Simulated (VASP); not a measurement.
Runs of VASP 6.6.1 on Re. The structure is that of space group Im-3m (No. 229), or close to it. The cells are those of the table. This isn't the form of Re at room conditions, which is hcp.

```csv
cell,gap on the mesh (eV),pressure (GPa)
"a = 2.807 Å, angles 109.5°, 1 atom",none,-30.8
"a = 2.703 Å, angles 109.5°, 1 atom",none,(b)
"a = 2.590 Å, angles 109.5°, 1 atom",none,59.6
"a = 2.667 Å, angles 109.5°, 1 atom",none,15.3
"a = 2.739 Å, angles 109.5°, 1 atom",none,(a)
```

Alike in all rows: task single point; level revPBE; potentials or basis VASP PAW PBE potentials, release 64 (Re); no spin polarisation; k mesh 16 × 16 × 16; cutoff (eV) 520; smearing fermi-dirac 0.1 eV.

Task: Fill in the values left out.

Result: (a) -12.9; (b) -0.4.

Caveats: the PAW data sets were made with another functional, which shifts forces and pressure a little; spin-orbit coupling is left out, which moves the levels of the heavy elements; the cell stands under tension (at least some runs); the cell stands under pressure (at least some runs).

A k mesh can miss the band edges, and the runs leave out spin-orbit coupling on Re.

A gap of «none» marks levels without a gap at the run's occupations.
